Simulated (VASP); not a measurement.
# K3SbI (P4/mmm) in VASP: a series of runs, part 2 of 2

VASP 6.6.1.

### 3 Single point, PBE

This run uses another cell than the first one, of 54.45 Å³/atom.

INCAR

```
ALGO = Normal
EDIFF = 1E-6
ENCUT = 520
GGA = PE
ISIF = 2
ISMEAR = 0
LASPH = T
LCHARG = T
LELF = T
LREAL = F
LVHAR = T
LWAVE = F
NBANDS = 28
NELM = 100
PREC = Accurate
SIGMA = 0.1
```

KPOINTS

```
k-points
0
Gamma
  6 6 6
```

POSCAR

```
K3SbI
1.0
    6.4857548505      0.0000000000      0.0000000000
    0.0000000000      6.4857548505      0.0000000000
    0.0000000000      0.0000000000      6.4725706407
K Sb I
3 1 1
Direct
    0.0000000000      0.5000000000      0.0000000000
    0.5000000000      0.0000000000      0.0000000000
    0.5000000000      0.5000000000      0.5000000000
    0.0000000000      0.0000000000      0.5000000000
    0.0000000000      0.0000000000      0.0000000000
```

Potentials or basis: VASP PAW PBE potentials, release 64 (K_sv, Sb, I).

On the command line:

```
> cat potpaw_PBE.64/K_sv/POTCAR potpaw_PBE.64/Sb/POTCAR potpaw_PBE.64/I/POTCAR > POTCAR
> mpirun -np 1 vasp_std > vasp.out
```

OUTCAR:

```text
EDIFF = 1E-6
   ENCUT = 520
   GGA = PE
   ISIF = 2
   ISMEAR = 0
   LASPH = T
   LREAL = F
   NELM = 100
   PREC = Accurate

 ion  position               nearest neighbor table
   1  0.000  0.500  0.000-   5 3.24   5 3.24
   2  0.500  0.000  0.000-   5 3.24   5 3.24
   3  0.500  0.500  0.500-
   4  0.000  0.000  0.500-   5 3.24   5 3.24
   5  0.000  0.000  0.000-   4 3.24   4 3.24   1 3.24   2 3.24   1 3.24   2 3.24

  LATTYP: Found a simple tetragonal cell.
 ALAT       =     6.4857548505
 C/A-ratio  =     0.9979672050

  Lattice vectors:

 A1 = (   6.4857548505,   0.0000000000,   0.0000000000)
 A2 = (   0.0000000000,   6.4857548505,   0.0000000000)
 A3 = (   0.0000000000,   0.0000000000,   6.4725706407)

Analysis of symmetry for initial positions (statically):
=====================================================================
 Subroutine PRICEL returns:
 Original cell was already a primitive cell.

 Routine SETGRP: Setting up the symmetry group for a
 simple tetragonal supercell.

 Subroutine GETGRP returns: Found 16 space group operations
 (whereof 16 operations were pure point group operations)
 out of a pool of 16 trial point group operations.

The static configuration has the point symmetry D_4h.

Analysis of symmetry for dynamics (positions and initial velocities):
=====================================================================
 Subroutine PRICEL returns:
 Original cell was already a primitive cell.

 Routine SETGRP: Setting up the symmetry group for a
 simple tetragonal supercell.

 Subroutine GETGRP returns: Found 16 space group operations
 (whereof 16 operations were pure point group operations)
 out of a pool of 16 trial point group operations.

The dynamic configuration has the point symmetry D_4h.

 Subroutine INISYM returns: Found 16 space group operations
 (whereof 16 operations are pure point group operations),
 and found     1 'primitive' translations

----------------------------------------------------------------------------------------

                                     Primitive cell

  volume of cell :     272.2688

  direct lattice vectors                    reciprocal lattice vectors
     6.485754851  0.000000000  0.000000000     0.154184058  0.000000000  0.000000000
     0.000000000  6.485754851  0.000000000     0.000000000  0.154184058  0.000000000
     0.000000000  0.000000000  6.472570641     0.000000000  0.000000000  0.154498121

  length of vectors
     6.485754851  6.485754851  6.472570641     0.154184058  0.154184058  0.154498121

  position of ions in fractional coordinates (direct lattice)
     0.000000000  0.500000000  0.000000000
     0.500000000  0.000000000  0.000000000
     0.500000000  0.500000000  0.500000000
     0.000000000  0.000000000  0.500000000
     0.000000000  0.000000000  0.000000000

  ion indices of the primitive-cell ions
   primitive index   ion index
                 1           1
                 2           2
                 3           3
                 4           4
                 5           5

----------------------------------------------------------------------------------------

 KPOINTS: k-points

Automatic generation of k-mesh.
 Grid dimensions read from file:
 generate k-points for:    6    6    6

 Generating k-lattice:

  Cartesian coordinates                     Fractional coordinates (reciprocal lattice)
     0.025697343  0.000000000  0.000000000     0.166666667  0.000000000  0.000000000
     0.000000000  0.025697343  0.000000000     0.000000000  0.166666667  0.000000000
     0.000000000  0.000000000  0.025749687     0.000000000  0.000000000  0.166666667

  Length of vectors
     0.025697343  0.025697343  0.025749687

  Shift w.r.t. Gamma in fractional coordinates (k-lattice)
     0.000000000  0.000000000  0.000000000

 Subroutine IBZKPT returns following result:
 ===========================================

 Found     40 irreducible k-points:

 Following reciprocal coordinates:
            Coordinates               Weight
  0.000000  0.000000  0.000000      1.000000
  0.166667  0.000000  0.000000      4.000000
  0.333333  0.000000  0.000000      4.000000
  0.500000  0.000000  0.000000      2.000000
  0.166667  0.166667  0.000000      4.000000
  0.333333  0.166667  0.000000      8.000000
[... 16 lines left out ...]
  0.333333  0.000000  0.333333      8.000000
  0.500000  0.000000  0.333333      4.000000
 [... further k-points ...]
   k-points           NKPTS =     40   k-points in BZ     NKDIM =     40   number of bands    NBANDS=     28
   number of dos      NEDOS =    301   number of ions     NIONS =      5
   total plane-waves  NPLWV = 110592
   dimension x,y,z NGX =    48 NGY =   48 NGZ =   48
   dimension x,y,z NGXF=    96 NGYF=   96 NGZF=   96
   ions per type =               3   1   1
   NGX,Y,Z   is equivalent  to a cutoff of  12.30, 12.30, 12.33 a.u.
   NGXF,Y,Z  is equivalent  to a cutoff of  24.61, 24.61, 24.66 a.u.
 SYSTEM =  unknown system
   PREC   = accura    normal or accurate (medium, high low for compatibility)
   ISTART =      0    job   : 0-new  1-cont  2-samecut
   ICHARG =      2    charge: 1-file 2-atom 10-const
   ISPIN  =      1    spin polarized calculation?
   LNONCOLLINEAR =      F non collinear calculations
   LSORBIT =      F    spin-orbit coupling
   LASPH  =      T    aspherical Exc in radial PAW
   ENCUT  =  520.0 eV  38.22 Ry    6.18 a.u.  12.06 12.06 12.03*2*pi/ulx,y,z
   NELM   =    100;   NELMIN=  2; NELMDL= -5     # of ELM steps
   EDIFF  = 0.1E-05   stopping-criterion for ELM
   LREAL  =      F    real-space projection
   EDIFFG = 0.1E-04   stopping-criterion for IOM
   NSW    =      0    number of steps for IOM
   IBRION =     -1    ionic relax: 0-MD 1-quasi-New 2-CG
   NFREE  =      0    steps in history (QN), initial steepest desc. (CG)
   ISIF   =      2    stress and relaxation
   ISYM   =      2    0-nonsym 1-usesym 2-fastsym
   POTIM  = 0.5000    time-step for ionic-motion
   TEBEG  =    0.0;   TEEND  =   0.0 temperature during run
   PSTRESS=    0.0 pullay stress
   NELECT =      39.0000    total number of electrons
   NUPDOWN=      -1.0000    fix difference up-down
   EMIN   =  10.00;   EMAX   =-10.00  energy-range for DOS
   EFERMI =   0.00;   METHOD = LEGACY
   ISMEAR =     0;   SIGMA  =   0.10  broadening in eV -4-tet -1-fermi 0-gaus
   EFERMI_NEDOS =   21; number of points for ismear=-14 and -15
   IALGO  =     38    algorithm
   IMIX   =      4    mixing-type and parameters
     AMIX     =   0.40;   BMIX     =  1.00
     AMIX_MAG =   1.60;   BMIX_MAG =  1.00
  volume/ion in A,a.u.               =      54.45       367.47
  Fermi-wavevector in a.u.,A,eV,Ry     =   0.856572  1.618686  9.982801  0.733715
  Thomas-Fermi vector in A             =   1.973494
   LORBIT       =      0    0 simple, 1 ext, 2 COOP (PROOUT), +10 PAW based schemes
   GGA     = PE    functional components
   LHFCALC =     F    Hartree Fock is set to
   AEXX    =    0.0000 exact exchange contribution
   IVDW    =     0    specifies the selected vdW correction
   LEPSILON=     F    determine dielectric tensor
   LRPA    =     F    only Hartree local field effects (RPA)
 non-spin polarized calculation
 Gauss-broadening in eV      SIGMA  =   0.10
  energy-cutoff  :      520.00
  volume of cell :      272.27
 maximum number of plane-waves:      7400
   NGX = 25   NGY = 25   NGZ = 25

 number of electron      39.0000011 magnetization

 Free energy of the ion-electron system (eV)
  ---------------------------------------------------
  ext. energy  EPLUGINS =         0.00000000
  ---------------------------------------------------
  free energy    TOTEN  =       -10.21853039 eV

  energy without entropy =      -10.20133429  energy(sigma->0) =      -10.20993234

 E-fermi :   1.3252     XC(G=0):  -6.5192

 val. band max:        1.3216519745   @ k =   0.3333   0.0000   0.1667
 cond. band min:       1.3334868593   @ k =   0.5000   0.3333   0.0000
 fundamental gap:      0.0118348848
 Fermi energy:         1.3251721965

 k-point     1 :       0.0000    0.0000    0.0000
  band No.  band energies     occupation
      1     -30.8088      2.00000
      2     -30.6265      2.00000
      3     -30.6221      2.00000
      4     -14.3491      2.00000
      5     -14.2522      2.00000
      6     -14.2522      2.00000
[... 733 lines left out ...]
     27       4.8982      0.00000
     28       5.4563      0.00000

 [... further k-points ...]

------------------------ aborting loop because EDIFF is reached ----------------------------------------

  FORCE on cell =-STRESS in cart. coord.  units (eV):
  Direction    XX          YY          ZZ          XY          YZ          ZX
  --------------------------------------------------------------------------------------
  -------------------------------------------------------------------------------------
  Total        0.0236707      0.0236707     -0.0342808      0.0000000      0.0000000      0.0000000
  in kB        0.1392914      0.1392914     -0.2017268      0.0000000      0.0000000      0.0000000
  external PRESSURE =       0.0256187 kB  Pullay stress =       0.0000000 kB

 VOLUME and BASIS-vectors are now :
 -----------------------------------------------------------------------------
  energy-cutoff  :      520.00
  volume of cell :      272.27
      direct lattice vectors                 reciprocal lattice vectors
     6.485754851  0.000000000  0.000000000     0.154184058  0.000000000  0.000000000
     0.000000000  6.485754851  0.000000000     0.000000000  0.154184058  0.000000000
     0.000000000  0.000000000  6.472570641     0.000000000  0.000000000  0.154498121

 POSITION                                       TOTAL-FORCE (eV/Angst)
 -----------------------------------------------------------------------------------
      0.00000      3.24288      0.00000         0.000000      0.000000      0.000000
      3.24288      0.00000      0.00000         0.000000      0.000000      0.000000
      3.24288      3.24288      3.23629         0.000000      0.000000      0.000000
      0.00000      0.00000      3.23629         0.000000      0.000000      0.000000
      0.00000      0.00000      0.00000         0.000000      0.000000      0.000000
 -----------------------------------------------------------------------------------
    total drift:                                0.000000     -0.000000      0.000000

  FREE ENERGIE OF THE ION-ELECTRON SYSTEM (eV)
  ---------------------------------------------------
  free  energy   TOTEN  =       -10.2185303854 eV

  energy  without entropy=      -10.2013342863  energy(sigma->0) =      -10.20993234
```

OSZICAR:

```text
N       E                     dE             d eps       ncg     rms          rms(c)
DAV:   1     0.261829044432E+03    0.26183E+03   -0.15474E+04  2240   0.110E+03
DAV:   2     0.116744197428E+02   -0.25015E+03   -0.24470E+03  2688   0.293E+02
DAV:   3    -0.104912354880E+02   -0.22166E+02   -0.22057E+02  3404   0.707E+01
DAV:   4    -0.112616640763E+02   -0.77043E+00   -0.76710E+00  3424   0.140E+01
DAV:   5    -0.113067852918E+02   -0.45121E-01   -0.45115E-01  3460   0.233E+00    0.706E+00
DAV:   6    -0.102943666868E+02    0.10124E+01   -0.35730E+00  2492   0.327E+00    0.405E+00
DAV:   7    -0.102330514290E+02    0.61315E-01   -0.25847E-01  2924   0.142E+00    0.237E+00
DAV:   8    -0.102168091898E+02    0.16242E-01   -0.90681E-02  2796   0.104E+00    0.270E-01
DAV:   9    -0.102176881784E+02   -0.87899E-03   -0.96019E-03  3296   0.309E-01    0.255E-01
DAV:  10    -0.102181651716E+02   -0.47699E-03   -0.81694E-04  2928   0.101E-01    0.113E-01
DAV:  11    -0.102185013782E+02   -0.33621E-03   -0.41206E-04  2696   0.788E-02    0.421E-02
DAV:  12    -0.102185278522E+02   -0.26474E-04   -0.62424E-05  2968   0.272E-02    0.281E-02
DAV:  13    -0.102185302526E+02   -0.24005E-05   -0.93637E-06  2652   0.117E-02    0.644E-03
DAV:  14    -0.102185303854E+02   -0.13280E-06   -0.61100E-07  2224   0.357E-03
   1 F= -.10218530E+02 E0= -.10209932E+02  d E =-.171961E-01
```

Wall time 2.1 min (1 thread of Intel Xeon 6975P-C (Granite Rapids), shared host); peak memory 0.51 GiB.

What came out:

```yaml
Free_energy: -10.2185 eV
Pressure: 0.0 GPa
Band_gap_on_the_k_mesh: zero (an odd number of electrons rules out a gap without spin polarisation)
```

Caveat: spin-orbit coupling is left out, which moves the levels of the heavy elements; an odd number of electrons without spin polarisation forces a metal; a magnetic or distorted state may lie lower.

### 4 Relaxation of cell and atoms, PBE

This run uses another cell than the first one, of 55.92 Å³/atom.

INCAR

```
ALGO = Normal
EDIFF = 1E-6
EDIFFG = -0.04
ENCUT = 600
GGA = PE
IBRION = 2
ISIF = 3
ISMEAR = 0
LASPH = T
LCHARG = F
LREAL = F
LWAVE = F
NELM = 80
NSW = 90
PREC = Accurate
SIGMA = 0.1
```

KPOINTS

```
k-points
0
Gamma
  4 4 4
```

Changes to POSCAR since step 3:

```diff
@@ -2,5 +2,5 @@
 1.0
-    6.4857548505      0.0000000000      0.0000000000
-    0.0000000000      6.4857548505      0.0000000000
-    0.0000000000      0.0000000000      6.4725706407
+    6.3904188987      0.0000000000      0.0000000000
+    0.0000000000      6.3904188987      0.0000000000
+    0.0000000000      0.0000000000      6.8463809747
 K Sb I
```

On the command line:

```
> cat potpaw_PBE.64/K_sv/POTCAR potpaw_PBE.64/Sb/POTCAR potpaw_PBE.64/I/POTCAR > POTCAR
> mpirun -np 1 vasp_std > vasp.out
```

Wall time 3.6 min (1 thread of Intel Xeon 6975P-C (Granite Rapids), shared host); peak memory 0.51 GiB.

The run converged. Its results:

```yaml
Free_energy: -10.2813 eV
Relaxed_volume: 54.55 Å³/atom
Relaxed_cell: a = 6.481 Å, b = 6.481 Å, c = 6.494 Å, α = 90.00°, β = 90.00°, γ = 90.00°
Space_group_after_relaxing_to_0.1_Å: P4/mmm (No. 123)
Energy_gained_by_relaxing: 12.9 meV/atom
Ionic_steps: 4
Pressure_after_relaxing: 0.0 GPa
Band_gap_on_the_k_mesh: zero (an odd number of electrons rules out a gap without spin polarisation)
```

Step by step:
```
step  energy change (eV)  largest force (eV/Å)  pressure (GPa)  volume (Å³)
   1              0.0000                0.0000           -0.17       279.59
   2             -0.0374                0.0000           -0.15       277.14
   3             -0.0637                0.0000           -0.05       273.54
   4             -0.0644                0.0000           -0.02       272.77
```

Final structure:
```cif
data_structure
_symmetry_space_group_name_H-M 'P 1'
_symmetry_Int_Tables_number 1
_cell_length_a 6.4810
_cell_length_b 6.4810
_cell_length_c 6.4940
_cell_angle_alpha 90.000
_cell_angle_beta 90.000
_cell_angle_gamma 90.000
_cell_volume 272.77
loop_
_atom_site_label
_atom_site_type_symbol
_atom_site_fract_x
_atom_site_fract_y
_atom_site_fract_z
_atom_site_occupancy
K1 K 0.00000 0.50000 0.00000 1
K2 K 0.50000 0.00000 0.00000 1
K3 K 0.50000 0.50000 0.50000 1
Sb1 Sb 0.00000 0.00000 0.50000 1
I1 I 0.00000 0.00000 0.00000 1
```

Levels at points of the mesh, in eV from the Fermi level:
```csv
k point,band 16,band 17,band 18,band 19,band 20,band 21,band 22,band 23
"(0.00, 0.00, 0.00)",-3.82,-3.82,-0.95,-0.09,-0.09,1.82,2.08,2.35
"(0.50, 0.00, 0.00)",-4.32,-3.84,-1.00,-0.08,0.41,0.94,2.01,2.16
"(0.50, 0.50, 0.00)",-4.32,-4.32,-0.61,-0.61,-0.14,2.41,2.41,2.54
"(0.00, 0.00, 0.50)",-3.74,-2.83,-0.75,-0.61,-0.61,0.06,0.58,2.52
"(0.50, 0.00, 0.50)",-3.76,-2.85,-1.20,-0.58,-0.45,0.42,1.60,2.00
"(0.50, 0.50, 0.50)",-4.24,-2.87,-0.93,-0.93,-0.34,0.57,0.90,1.87
```

Caveat: spin-orbit coupling is left out, which moves the levels of the heavy elements; an odd number of electrons without spin polarisation forces a metal; a magnetic or distorted state may lie lower.

### 5 Overview

| task | cell | k mesh | cutoff (eV) | gap on the mesh (eV) | pressure (GPa) | relaxed volume (Å³/atom) |
| --- | --- | --- | --- | --- | --- | --- |
| relaxation of cell and atoms | relaxed from a = 5.158, b = 5.158, c = 7.553 Å, 5 atoms | 4 × 4 × 2 | 600 | none | 0.0 | 56.08 |
| single point | a = 6.486, b = 6.486, c = 6.473 Å, 5 atoms | 6 × 6 × 6 | 520 | none | 0.0 | - |
| relaxation of cell and atoms | relaxed from a = 6.390, b = 6.390, c = 6.846 Å, 5 atoms | 4 × 4 × 4 | 600 | none | 0.0 | 54.55 |

Alike in all rows: level PBE; potentials or basis VASP PAW PBE potentials, release 64 (K_sv, Sb, I); no spin polarisation; smearing gaussian 0.1 eV.

Caveats: some runs use coarse meshes; spin-orbit coupling is left out, which moves the levels of the heavy elements; an odd number of electrons without spin polarisation forces a metal; a magnetic or distorted state may lie lower; the volume moved by over 15 % at a fixed basis, so the end points are rough (at least some runs).

Total energies depend on the potentials used, so only differences within one code and one set of settings carry meaning.
